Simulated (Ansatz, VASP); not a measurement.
Two plane-wave programs on Cd

File INCAR:

```
PREC     = Accurate       # precision mode
ENCUT    = 600            # plane-wave cutoff, eV
EDIFF    = 1E-6           # SCF threshold, eV
ISMEAR   = -1             # smearing method
SIGMA    = 0.1            # smearing width, eV
LREAL    = F              # projectors in reciprocal space
LASPH    = T              # aspherical terms in the spheres
NELM     = 60             # most SCF steps
ALGO     = Normal         # electronic algorithm
ISIF     = 3              # what is computed and relaxed
LWAVE    = F              # write WAVECAR
LCHARG   = F              # write CHGCAR
GGA      = PE             # functional
IBRION   = 2              # ionic algorithm
NSW      = 80             # ionic steps
EDIFFG   = -0.01          # ionic threshold
```

KPOINTS

```
Automatic mesh
0
Gamma
  13 13 13
```

POSCAR

```
Cd
1.0
   -1.7540139848      1.7540139848      1.7540139848
    1.7540139848     -1.7540139848      1.7540139848
    1.7540139848      1.7540139848     -1.7540139848
Cd
1
Direct
    0.0000000000      0.0000000000      0.0000000000
```

Input for Ansatz:

```yaml
crystal:
  lattice:
    - [-1.7540139848, 1.7540139848, 1.7540139848]
    - [1.7540139848, -1.7540139848, 1.7540139848]
    - [1.7540139848, 1.7540139848, -1.7540139848]
  atoms:
    - { symbol: Cd, position: [0.0, 0.0, 0.0] }
hamiltonian:
  xc: pbe
  pseudopotentials:
    kind: paw
    azcp:
      Cd: "pseudopotentials/Cd.paw.azcp"
basis:
  ecutwfc: 420
  fft_grid_basis: typed
kpoints:
  mp_grid: { grid: [13, 13, 13], shift: [0, 0, 0] }
magnetization:
  spin_polarized: false
scf:
  occupations: { method: fermi_dirac, width: 0.1 }
relax:
  max_steps: 60
  f_tol: 0.01
  cell: {}
```

Alike in both runs: task relaxation of cell and atoms; functional PBE; k mesh 13 × 13 × 13; occupations fermi-dirac, width 0.1 eV; no spin polarisation.

```csv
,VASP,Ansatz
version,VASP 6.6.1,Ansatz 0.2.0
potentials or method,"VASP PAW PBE potentials, release 64 (Cd), cutoff 600 eV","plane waves (420 eV) with PAW, scalar-relativistic"
valence electrons in the cell,12,20
```

```csv
,VASP,Ansatz,Ansatz less VASP
relaxed volume (Å³/atom),23.45,23.36,-0.092
relaxed cell length with the largest relative difference (Å),3.123,3.119,-0.0041
```

VASP's potentials hold 12 valence electrons a cell and Ansatz's 20, so a difference there can come from the potentials and not from the codes.
